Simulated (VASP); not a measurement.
# CsMoPb4: single point with PBE

The system is CsMoPb4.

```
Cs Mo Pb
1.0
     5.82743    0.00000    0.00000
    -2.91372    5.04670    0.00000
     0.00000    0.00000    6.50992
Cs Mo Pb
1 1 4
Direct
  0.00000 0.00000 0.00000
  0.00000 0.00000 0.50000
  0.33333 0.66667 0.50000
  0.66667 0.33333 0.50000
  0.33333 0.66667 0.00000
  0.66667 0.33333 0.00000
```

The cell was generated, and may not be a known phase.

```yaml
Program: VASP 6.6.1
Task: single point
Functional: PBE
Potentials_or_basis: VASP PAW PBE potentials, release 64 (Cs_sv, Mo_sv, Pb_d)
Cutoff: 520 eV
k_mesh: 3 × 3 × 4
Occupations: gaussian, width 0.1 eV
Spin: collinear spin
Starting_moments: "[0.0, 1.0, 0.0, 0.0, 0.0, 0.0] μB"
```

The pressure is 2.6 GPa, the net moment is 3.90 μB per cell and the site moments are Cs +0.05; Mo +3.31; Pb -0.04, -0.02 (each value once) μB. The valence electrons inside the program's atomic spheres are Cs 6.64; Mo 12.15; Pb 11.96, 12.03 (each value once).

Stress tensor (GPa, compression positive):
```
2.17 0.00 0.00
0.00 2.17 0.00
0.00 0.00 3.53
```

Levels at points of the mesh, in eV from the Fermi level:
Spin up:
```
           k point  band 37  band 38  band 39  band 40  band 41  band 42  band 43  band 44  band 45  band 46
(0.00, 0.00, 0.00)    -1.78    -1.78    -1.50    -1.50    -0.47     0.52     0.52     0.56     1.54     1.54
(0.00, 0.00, 0.50)    -1.55    -1.55    -0.97    -0.47     0.23     0.23     0.36     1.23     1.23     1.25
```
Spin down:
| k point | band 34 | band 35 | band 36 | band 37 | band 38 | band 39 | band 40 | band 41 | band 42 | band 43 |
| --- | --- | --- | --- | --- | --- | --- | --- | --- | --- | --- |
| (0.00, 0.00, 0.00) | -2.80 | -2.80 | -1.02 | -1.02 | -0.48 | 0.37 | 0.50 | 0.50 | 0.86 | 0.86 |
| (0.00, 0.00, 0.50) | -2.08 | -2.01 | -2.01 | -0.25 | 0.24 | 0.62 | 0.62 | 0.95 | 0.95 | 1.77 |

It took 5.5 min on 1 thread of Intel(R) Xeon(R) Platinum 8488C (Sapphire Rapids) (shared host), peak memory 0.47 GiB.

Caveat: the k points lie up to 0.42 Å⁻¹ apart; spin-orbit coupling is left out, which moves the levels of the heavy elements.
